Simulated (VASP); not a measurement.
The system is Ti.

```
Ti
1.0
     0.00000    2.03000    2.03000
     2.03000    0.00000    2.03000
     2.03000    2.03000    0.00000
Ti
1
Cartesian
  0.0000 0.0000 0.0000
```

```yaml
Program: VASP 6.6.1
Task: relaxation of cell and atoms
Functional: PBE
Dispersion: D3(BJ)
Potentials_or_basis: VASP PAW PBE potentials, release 64 (Ti_sv)
Cutoff: 600 eV
k_mesh: 18 × 18 × 18
Occupations: gaussian, width 0.1 eV
Spin: no spin polarisation
```

At the start: pressure -2.2 GPa; volume 16.73 Å³/atom.

**Question.** How do energy, volume and symmetry change on relaxing?

**Answer.** Over 3 steps the energy falls by 2.3 meV/atom and the volume is 16.40 Å³/atom (-2.0 %); space group Fm-3m (No. 225, to 0.05 Å).

The path:
```
step  energy change (eV)  largest force (eV/Å)  pressure (GPa)  volume (Å³)
   1              0.0000                0.0000           -2.18        16.73
   2             -0.0012                0.0000            1.53        16.19
   3             -0.0023                0.0000           -0.02        16.40
```

Final structure:
```
CELL_PARAMETERS angstrom
0.00000 2.01670 2.01670
2.01670 0.00000 2.01670
2.01670 2.01670 0.00000
ATOMIC_POSITIONS crystal
Ti 0.00000 0.00000 0.00000
```

Caveat: pairwise dispersion overbinds metals, which lowers pressure and volume.
